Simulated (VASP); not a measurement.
Here is a VASP 6.6.1 calculation.

Contents of INCAR:

```
PREC = Accurate
ENCUT = 520
EDIFF = 1E-6
ISMEAR = -1
SIGMA = 0.02
LREAL = False
LASPH = True
NELM = 80
ALGO = Normal
ISIF = 2
LWAVE = False
LCHARG = False
GGA = PE
NBANDS = 16
```

Contents of KPOINTS:

```
Automatic mesh
0
Gamma
  8 8 8
```

File POSCAR:

```
CuF
1.0
    2.7936810900      0.0000000000      0.0000000000
    0.0000000000      2.7936810900      0.0000000000
    0.0000000000      0.0000000000      2.7936810900
Cu F
1 1
Direct
    0.0000000000      0.0000000000      0.0000000000
    0.5000000000      0.5000000000      0.5000000000
```

Potentials or basis: VASP PAW PBE potentials, release 64 (Cu, F).

Launch:

```bash
$ cat potpaw_PBE.64/Cu/POTCAR potpaw_PBE.64/F/POTCAR > POTCAR
$ mpirun -np 1 vasp_std > vasp.out
```

(1) Estimate the pressure.

(2) What does it give for the band gap on the k mesh?

## Answers

(1) -0.2 GPa.

(2) zero (band 9 reaches 4.32 eV, above the bottom of band 10 at 3.99 eV).

Caveat: semilocal functionals often make such compounds metallic where correlation or magnetic order opens a gap, which also shifts bond lengths.
